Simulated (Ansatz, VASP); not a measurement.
**Two plane-wave programs on Ta**

Contents of INCAR:

```
PREC = Accurate
ENCUT = 520
EDIFF = 1E-7
ISMEAR = -1
SIGMA = 0.15
LREAL = F
LASPH = T
NELM = 100
ALGO = Normal
ISIF = 2
LWAVE = F
LCHARG = F
GGA = PS
NBANDS = 12
```

The input KPOINTS:

```
Automatic mesh
0
Gamma
  20 20 20
```

POSCAR

```
Ta
1.0
   -1.6308454680      1.6308454680      1.6308454680
    1.6308454680     -1.6308454680      1.6308454680
    1.6308454680      1.6308454680     -1.6308454680
Ta
1
Direct
    0.0000000000      0.0000000000      0.0000000000
```

Input for Ansatz:

```yaml
crystal:
  lattice:
    - [-1.630845468, 1.630845468, 1.630845468]
    - [1.630845468, -1.630845468, 1.630845468]
    - [1.630845468, 1.630845468, -1.630845468]
  atoms:
    - { symbol: Ta, position: [0.0, 0.0, 0.0] }
basis:
  ecutwfc: 420
kpoints:
  mp_grid: { grid: [20, 20, 20] }
hamiltonian:
  xc: pbesol
scf:
  occupations: { method: fermi_dirac, width: 0.15 }
output:
  forces: true
  stress: true
  eigenvalues: true
```

Alike in both runs: task single point; functional PBEsol; k mesh 20 × 20 × 20; occupations fermi-dirac, width 0.15 eV; no spin polarisation.

|  | VASP | Ansatz |
| --- | --- | --- |
| version | VASP 6.6.1 | Ansatz 0.2.0 |
| potentials or method | VASP PAW PBE potentials, release 64 (Ta_pv), cutoff 520 eV | scalar-relativistic, plane waves, PAW |
| valence electrons in the cell | 11 | 13 |

VASP gave:

```
gap on the k mesh at the Fermi level (eV) : none
pressure (GPa)                            : 4.6
```

Which values does Ansatz return?

gap on the k mesh at the Fermi level (eV): none; pressure (GPa): 4.3.

VASP's potentials were made for PBE, not for PBEsol. A gap of «none» marks a metal or a gap that the smearing closes. VASP's potentials hold 11 valence electrons a cell and Ansatz's 13, so a difference there can come from the potentials and not from the codes.

Spin-orbit coupling is off throughout.
